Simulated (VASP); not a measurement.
# Bi2Te3 in VASP: a series of runs

Runs on Bi2Te3. Level: PBEsol. Tasks: single point.

Everything below comes from runs of VASP 6.6.1. Logs are shortened: lines on timing, memory, paths and dates and some standing lists are left out, and cuts for length are marked.

### 1 The cell of the first run

The cell holds a slab with vacuum, 10 atoms: a = 4.484 Å, b = 4.484 Å, c = 31.661 Å, α = 90.00°, β = 90.00°, γ = 120.00°.

### 2 Single point, PBEsol

Contents of INCAR:

```
SYSTEM = Bi2Te3
PREC     = Accurate       ! precision mode
ENCUT    = 520            ! plane-wave cutoff, eV
EDIFF    = 1E-7           ! SCF threshold, eV
ISMEAR   = 0              ! smearing method
SIGMA    = 0.1            ! smearing width, eV
LREAL    = .False.        ! projectors in reciprocal space
LASPH    = .True.         ! aspherical terms in the spheres
NELM     = 80             ! most SCF steps
ALGO     = Normal         ! electronic algorithm
ISIF     = 2              ! what is computed and relaxed
LWAVE    = .False.        ! write WAVECAR
LCHARG   = .False.        ! write CHGCAR
LDIPOL   = .True.       
IDIPOL   = 3            
DIPOL    = 0.5 0.5 0.500
GGA      = PS             ! functional
NBANDS   = 59             ! bands
```

Contents of KPOINTS:

```
regular mesh
0
Gamma
  9 9 1
  0 0 0
```

Contents of POSCAR:

```
Bi2Te3
1.0
    4.4838309880      0.0000000000      0.0000000000
   -2.2419154940      3.8831115419      0.0000000000
    0.0000000000      0.0000000000     31.6614236096
Te Bi
6 4
Direct
    0.3333333333      0.6666666667      0.2368813258
    0.6666666667      0.3333333333      0.2945582454
    0.6666666667      0.3333333333      0.4711628239
    0.0000000000      0.0000000000      0.5288371761
    0.3333333333      0.6666666667      0.5865140957
    0.3333333333      0.6666666667      0.7631186742
    0.0000000000      0.0000000000      0.3527638117
    0.3333333333      0.6666666667      0.4130052277
    0.6666666667      0.3333333333      0.6447196620
    0.0000000000      0.0000000000      0.7049610781
```

Potentials or basis: VASP PAW PBE potentials, release 64 (Te, Bi_d).

Command:

```console
> cat potpaw_PBE.64/Te/POTCAR potpaw_PBE.64/Bi_d/POTCAR > POTCAR
> mpirun -np 1 vasp_std > vasp.out
```

OUTCAR:

```text
SYSTEM = Bi2Te3
   PREC = Accurate
   ENCUT = 520
   EDIFF = 1E-7
   ISMEAR = 0
   LREAL = .False.
   LASPH = .True.
   NELM = 80
   ISIF = 2
   GGA = PS

 ion  position               nearest neighbor table
   1  0.333  0.667  0.237-   2 3.17   2 3.17   2 3.17
   2  0.667  0.333  0.295-   1 3.17   1 3.17   1 3.17   7 3.18   7 3.18   7 3.18
   3  0.667  0.333  0.471-   4 3.17   4 3.17   4 3.17   8 3.18   8 3.18   8 3.18
   4  0.000  0.000  0.529-   3 3.17   3 3.17   3 3.17   5 3.17   5 3.17   5 3.17
   5  0.333  0.667  0.587-   4 3.17   4 3.17   4 3.17   9 3.18   9 3.18   9 3.18
   6  0.333  0.667  0.763-  10 3.18  10 3.18  10 3.18
   7  0.000  0.000  0.353-   2 3.18   2 3.18   2 3.18   8 3.22   8 3.22   8 3.22
   8  0.333  0.667  0.413-   3 3.18   3 3.18   3 3.18   7 3.22   7 3.22   7 3.22
   9  0.667  0.333  0.645-   5 3.18   5 3.18   5 3.18  10 3.22  10 3.22  10 3.22
  10  0.000  0.000  0.705-   6 3.18   6 3.18   6 3.18   9 3.22   9 3.22   9 3.22

  LATTYP: Found a hexagonal cell.
 ALAT       =     4.4838309880
 C/A-ratio  =     7.0612437655

  Lattice vectors:

 A1 = (   4.4838309880,   0.0000000000,   0.0000000000)
 A2 = (  -2.2419154940,   3.8831115419,   0.0000000000)
 A3 = (   0.0000000000,   0.0000000000,  31.6614236096)

Analysis of symmetry for initial positions (statically):
=====================================================================
 Subroutine PRICEL returns:
 Original cell was already a primitive cell.

 Routine SETGRP: Setting up the symmetry group for a
 hexagonal supercell.

 Subroutine GETGRP returns: Found  6 space group operations
 (whereof  6 operations were pure point group operations)
 out of a pool of 24 trial point group operations.

The static configuration has the point symmetry C_3v.

Analysis of symmetry for dynamics (positions and initial velocities):
=====================================================================
 Subroutine PRICEL returns:
 Original cell was already a primitive cell.

 Routine SETGRP: Setting up the symmetry group for a
 hexagonal supercell.

 Subroutine GETGRP returns: Found  6 space group operations
 (whereof  6 operations were pure point group operations)
 out of a pool of 24 trial point group operations.

The dynamic configuration has the point symmetry C_3v.

 Subroutine INISYM returns: Found  6 space group operations
 (whereof  6 operations are pure point group operations),
 and found     1 'primitive' translations

----------------------------------------------------------------------------------------

                                     Primitive cell

  volume of cell :     551.2639

  direct lattice vectors                    reciprocal lattice vectors
     4.483830988  0.000000000  0.000000000     0.223023571  0.128762719  0.000000000
    -2.241915494  3.883111542  0.000000000     0.000000000  0.257525438  0.000000000
     0.000000000  0.000000000 31.661423610     0.000000000  0.000000000  0.031584177

  length of vectors
     4.483830988  4.483830988 31.661423610     0.257525438  0.257525438  0.031584177

  position of ions in fractional coordinates (direct lattice)
     0.333333333  0.666666667  0.236881326
     0.666666667  0.333333333  0.294558245
     0.666666667  0.333333333  0.471162824
     0.000000000  0.000000000  0.528837176
     0.333333333  0.666666667  0.586514096
     0.333333333  0.666666667  0.763118674
     0.000000000  0.000000000  0.352763812
     0.333333333  0.666666667  0.413005228
     0.666666667  0.333333333  0.644719662
     0.000000000  0.000000000  0.704961078

  ion indices of the primitive-cell ions
   primitive index   ion index
                 1           1
                 2           2
                 3           3
                 4           4
                 5           5
                 6           6
                 7           7
                 8           8
                 9           9
                10          10

----------------------------------------------------------------------------------------

 KPOINTS: regular mesh

Automatic generation of k-mesh.
 Grid dimensions read from file:
 generate k-points for:    9    9    1

 Generating k-lattice:

  Cartesian coordinates                     Fractional coordinates (reciprocal lattice)
     0.024780397  0.014306969  0.000000000     0.111111111  0.000000000  0.000000000
     0.000000000  0.028613938  0.000000000     0.000000000  0.111111111  0.000000000
     0.000000000  0.000000000  0.031584177     0.000000000  0.000000000  1.000000000

  Length of vectors
     0.028613938  0.028613938  0.031584177

  Shift w.r.t. Gamma in fractional coordinates (k-lattice)
     0.000000000  0.000000000  0.000000000

 Subroutine IBZKPT returns following result:
 ===========================================

 Found     12 irreducible k-points:

 Following reciprocal coordinates:
            Coordinates               Weight
  0.000000  0.000000  0.000000      1.000000
  0.111111  0.000000  0.000000      6.000000
  0.222222  0.000000  0.000000      6.000000
  0.333333  0.000000  0.000000      6.000000
  0.444444  0.000000  0.000000      6.000000
  0.111111  0.111111  0.000000      6.000000
  0.222222  0.111111  0.000000     12.000000
  0.333333  0.111111  0.000000     12.000000
  0.444444  0.111111  0.000000      6.000000
  0.222222  0.222222  0.000000      6.000000
  0.333333  0.222222  0.000000     12.000000
  0.333333  0.333333  0.000000      2.000000
   k-points           NKPTS =     12   k-points in BZ     NKDIM =     12   number of bands    NBANDS=     59
   number of dos      NEDOS =    301   number of ions     NIONS =     10
   total plane-waves  NPLWV = 311040
   dimension x,y,z NGX =    36 NGY =   36 NGZ =  240
   dimension x,y,z NGXF=    72 NGYF=   72 NGZF=  480
   ions per type =               6   4
   NGX,Y,Z   is equivalent  to a cutoff of  13.35, 13.35, 12.60 a.u.
   NGXF,Y,Z  is equivalent  to a cutoff of  26.70, 26.70, 25.20 a.u.
 SYSTEM =  Bi2Te3
   PREC   = accura    normal or accurate (medium, high low for compatibility)
   ISTART =      0    job   : 0-new  1-cont  2-samecut
   ICHARG =      2    charge: 1-file 2-atom 10-const
   ISPIN  =      1    spin polarized calculation?
   LNONCOLLINEAR =      F non collinear calculations
   LSORBIT =      F    spin-orbit coupling
   LASPH  =      T    aspherical Exc in radial PAW
   ENCUT  =  520.0 eV  38.22 Ry    6.18 a.u.   8.34  8.34 58.87*2*pi/ulx,y,z
   NELM   =     80;   NELMIN=  2; NELMDL= -5     # of ELM steps
   EDIFF  = 0.1E-06   stopping-criterion for ELM
   LREAL  =      F    real-space projection
   EDIFFG = 0.1E-05   stopping-criterion for IOM
   NSW    =      0    number of steps for IOM
   IBRION =     -1    ionic relax: 0-MD 1-quasi-New 2-CG
   NFREE  =      0    steps in history (QN), initial steepest desc. (CG)
   ISIF   =      2    stress and relaxation
   ISYM   =      2    0-nonsym 1-usesym 2-fastsym
   POTIM  = 0.5000    time-step for ionic-motion
   TEBEG  =    0.0;   TEEND  =   0.0 temperature during run
   PSTRESS=    0.0 pullay stress
   NELECT =      96.0000    total number of electrons
   NUPDOWN=      -1.0000    fix difference up-down
   EMIN   =  10.00;   EMAX   =-10.00  energy-range for DOS
   EFERMI =   0.00;   METHOD = LEGACY
   ISMEAR =     0;   SIGMA  =   0.10  broadening in eV -4-tet -1-fermi 0-gaus
   EFERMI_NEDOS =   21; number of points for ismear=-14 and -15
   IALGO  =     38    algorithm
   IMIX   =      4    mixing-type and parameters
     AMIX     =   0.40;   BMIX     =  1.00
     AMIX_MAG =   1.60;   BMIX_MAG =  1.00
  volume/ion in A,a.u.               =      55.13       372.01
  Fermi-wavevector in a.u.,A,eV,Ry     =   0.914209  1.727604 11.371446  0.835778
  Thomas-Fermi vector in A             =   2.038809
   LORBIT       =      0    0 simple, 1 ext, 2 COOP (PROOUT), +10 PAW based schemes
   GGA     = PS    functional components
   LHFCALC =     F    Hartree Fock is set to
   AEXX    =    0.0000 exact exchange contribution
   IVDW    =     0    specifies the selected vdW correction
   LEPSILON=     F    determine dielectric tensor
   LRPA    =     F    only Hartree local field effects (RPA)
 non-spin polarized calculation
 Gauss-broadening in eV      SIGMA  =   0.10
  energy-cutoff  :      520.00
  volume of cell :      551.26
 maximum number of plane-waves:     14907
 NGX is ok and might be reduce to    36
   NGX = 17   NGY = 17   NGZ =117

 dipolmoment           0.000000      0.000000      0.000433 electrons x Angstroem

 number of electron      96.0000010 magnetization

 dipolmoment           0.000000      0.000000     -0.005817 electrons x Angstroem

 Free energy of the ion-electron system (eV)
  ---------------------------------------------------
  ext. energy  EPLUGINS =         0.00000000
  ---------------------------------------------------
  free energy    TOTEN  =       -37.41011653 eV

  energy without entropy =      -37.39931799  energy(sigma->0) =      -37.40471726

 E-fermi :   1.7301     XC(G=0):  -6.1809

 val. band max:        1.6405250215   @ k =   0.2222   0.2222   0.0000
 cond. band min:       1.7957245922   @ k =   0.1111   0.0000   0.0000
 fundamental gap:      0.1551995707
 Fermi energy:         1.7300771836

 k-point     1 :       0.0000    0.0000    0.0000
  band No.  band energies     occupation
      1     -21.2119      2.00000
      2     -21.2119      2.00000
      3     -21.1710      2.00000
      4     -21.1709      2.00000
      5     -21.1709      2.00000
      6     -21.1156      2.00000
[... 51 lines left out ...]
     58       3.7937      0.00000
     59       4.0191      0.00000

 k-point     2 :       0.1111    0.0000    0.0000
  band No.  band energies     occupation
      1     -21.2111      2.00000
      2     -21.2095      2.00000
      3     -21.1714      2.00000
      4     -21.1696      2.00000
      5     -21.1695      2.00000
      6     -21.1148      2.00000
[... 616 lines left out ...]
      3     -21.1647      2.00000
      4     -21.1643      2.00000
      5     -21.1603      2.00000
      6     -21.1144      2.00000
[... 51 lines left out ...]
     58       5.9856      0.00000
     59       6.0671      0.00000

------------------------ aborting loop because EDIFF is reached ----------------------------------------

 vacuum level on the upper side and lower side of the slab       (xc-potential included)        -0.035         0.024

  FORCE on cell =-STRESS in cart. coord.  units (eV):
  Direction    XX          YY          ZZ          XY          YZ          ZX
  --------------------------------------------------------------------------------------
  -------------------------------------------------------------------------------------
  Total       -3.8982679     -3.8982679     -1.2189211      0.0000000      0.0000000      0.0000000
  in kB      -11.3298126    -11.3298126     -3.5426368      0.0000000      0.0000000      0.0000000
  external PRESSURE =      -8.7340873 kB  Pullay stress =       0.0000000 kB

 VOLUME and BASIS-vectors are now :
 -----------------------------------------------------------------------------
  energy-cutoff  :      520.00
  volume of cell :      551.26
      direct lattice vectors                 reciprocal lattice vectors
     4.483830988  0.000000000  0.000000000     0.223023571  0.128762719  0.000000000
    -2.241915494  3.883111542  0.000000000     0.000000000  0.257525438  0.000000000
     0.000000000  0.000000000 31.661423610     0.000000000  0.000000000  0.031584177

 POSITION                                       TOTAL-FORCE (eV/Angst)
 -----------------------------------------------------------------------------------
     -0.00000      2.58874      7.50000        -0.000000     -0.000000      0.490416
      2.24192      1.29437      9.32613         0.000000     -0.000000     -0.246286
      2.24192      1.29437     14.91769         0.000000     -0.000000     -0.616952
      0.00000      0.00000     16.74374        -0.000000     -0.000000      0.636146
     -0.00000      2.58874     18.56987        -0.000000     -0.000000     -0.147103
     -0.00000      2.58874     24.16142        -0.000000     -0.000000     -0.533878
      0.00000      0.00000     11.16900        -0.000000     -0.000000     -0.469416
     -0.00000      2.58874     13.07633        -0.000000      0.000000      0.391345
      2.24192      1.29437     20.41274        -0.000000     -0.000000     -0.383204
      0.00000      0.00000     22.32007        -0.000000     -0.000000      0.878932
 -----------------------------------------------------------------------------------
    total drift:                               -0.000000     -0.000000     -0.000434

  FREE ENERGIE OF THE ION-ELECTRON SYSTEM (eV)
  ---------------------------------------------------
  free  energy   TOTEN  =       -37.4101165262 eV

  energy  without entropy=      -37.3993179919  energy(sigma->0) =      -37.40471726

 vacuum level on the upper side and lower side of the slab         6.796         6.857
```

It took 29 min on 1 thread of Intel Xeon Platinum 8259CL at 2.50GHz (Skylake/Cascade Lake), shared host; peak memory 0.85 GiB.

Results:

```yaml
Free_energy: -37.4101 eV
Largest_force: 0.879 eV/Å
Band_gap_on_the_k_mesh: zero (bands 48 and 49 overlap by 0.05 eV)
```

Forces in eV/Å, atoms in the order of the input:
```
Te   0.000  0.000  0.490
Te   0.000  0.000 -0.246
Te   0.000  0.000 -0.617
Te   0.000  0.000  0.636
Te   0.000  0.000 -0.147
Te   0.000  0.000 -0.534
Bi   0.000  0.000 -0.469
Bi   0.000  0.000  0.391
Bi   0.000  0.000 -0.383
Bi   0.000  0.000  0.879
```

Caveat: the PAW data sets were made with another functional, which shifts forces and pressure a little; spin-orbit coupling is left out, which moves the levels of the heavy elements.

[end of part 1 of 2]
